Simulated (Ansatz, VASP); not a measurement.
**Two plane-wave programs on NbH**

File POSCAR:

```
NbH
1.0
   -1.5657414848      1.5657414848      1.9333988777
    1.5657414848     -1.5657414848      1.9333988777
    1.5657414848      1.5657414848     -1.9333988777
Nb H
1 1
Direct
    0.0000000000      0.0000000000      0.0000000000
    0.5000000000      0.5000000000      0.0000000000
```

Contents of INCAR.step1:

```
SYSTEM = NbH
PREC = Accurate
ENCUT = 520
ISMEAR = -1
SIGMA = 0.1
LREAL = .FALSE.
LASPH = .TRUE.
NELM = 80
NBANDS = 14
GGA = PE
ALGO = Normal
EDIFF = 1E-4
LWAVE = .TRUE.
LCHARG = .FALSE.
```

The input INCAR.step2:

```
SYSTEM = NbH
PREC = Accurate
ENCUT = 520
EDIFF = 1E-6
ISMEAR = -1
SIGMA = 0.1
LREAL = .FALSE.
LASPH = .TRUE.
NELM = 80
ALGO = Normal
ISIF = 2
LWAVE = .FALSE.
LCHARG = .FALSE.
METAGGA = R2SCAN
LMIXTAU = .TRUE.
NBANDS = 14
ISTART = 1
```

The input KPOINTS:

```
Automatic mesh
0
G
  10 10 10
  0 0 0
```

Input for Ansatz:

```yaml
crystal:
  lattice:
    - [-1.5657414848481508, 1.5657414848481508, 1.933398877713297]
    - [1.5657414848481508, -1.5657414848481508, 1.933398877713297]
    - [1.5657414848481508, 1.5657414848481508, -1.933398877713297]
  atoms:
    - { symbol: Nb, position: [0.0, 0.0, 0.0] }
    - { symbol: H, position: [0.5, 0.5, 0.0] }
basis:
  ecutwfc: 600.0
kpoints:
  mp_grid:
    grid: [10, 10, 10]
hamiltonian:
  xc: r2scan
  pseudopotentials:
    kind: paw
scf:
  occupations:
    method: fermi_dirac
    width: 0.1
output:
  stress: true
```

Alike in both runs: task single point; functional r2SCAN; k mesh 10 × 10 × 10; occupations fermi-dirac, width 0.1 eV; no spin polarisation.

|  | VASP | Ansatz |
| --- | --- | --- |
| version | VASP 6.6.1 | Ansatz 0.2.0 |
| potentials or method | VASP PAW PBE potentials, release 64 (Nb_sv, H), cutoff 520 eV | plane waves, PAW |
| valence electrons in the cell | 14 | 14 |

|  | VASP | Ansatz | Ansatz less VASP |
| --- | --- | --- | --- |
| pressure (GPa) | 12.7 | 13.1 | +0.32 |
| traceless stress, the component that is largest in VASP (GPa) | 0.08 | 0.00 | -0.077 |

VASP's potentials were made for PBE, not for r2SCAN. The functional is the same, so the differences come from potentials, cutoffs and numerics.
